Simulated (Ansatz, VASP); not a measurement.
# One calculation of Fe2Sb, two programs

```
Fe Sb
1.0
     4.82235    0.00000    0.00000
     0.00000    4.82235    0.00000
     0.00000    0.00000    4.82235
Fe Sb
4 2
Direct
  0.25000 0.25000 0.25000
  0.25000 0.75000 0.75000
  0.75000 0.75000 0.25000
  0.75000 0.25000 0.75000
  0.00000 0.00000 0.00000
  0.50000 0.50000 0.50000
```

Alike in both runs: task relaxation of cell and atoms; functional PBE; k mesh 4 × 4 × 4; occupations gaussian, width 0.1 eV; collinear spin.

```csv
,VASP,Ansatz
version,VASP 6.6.1,Ansatz 0.2.0
potentials or method,"VASP PAW PBE potentials, release 64 (Fe, Sb), cutoff 600 eV","scalar-relativistic, plane waves, PAW"
valence electrons in the cell,42,94
```

VASP gave:

```
gap on the k mesh at the Fermi level, each at its own relaxed structure (eV) : none
net moment per atom (μB)                                                     : 2.33
size of the moment on the site where the two differ most (μB)                : 3.27
relaxed volume (Å³/atom)                                                     : 32.63
relaxed length of the cell vector where the two differ most in proportion (Å)              : 5.807
```

What did Ansatz give for the same quantities?

gap on the k mesh at the Fermi level, each at its own relaxed structure (eV): none; net moment per atom (μB): 2.33; size of the moment on the site where the two differ most (μB): 3.19; relaxed volume (Å³/atom): 32.56; relaxed length of the cell vector where the two differ most in proportion (Å): 5.802.

Site moments also hang on the region over which each program counts them. A gap of «none» marks a metal or a gap that the smearing closes. VASP's potentials hold 42 valence electrons a cell and Ansatz's 94, so a difference there can come from the potentials and not from the codes.

Spin-orbit coupling is off throughout. Noted on VASP's run: the volume moved by over 15 % at a fixed basis, so the end points are rough.
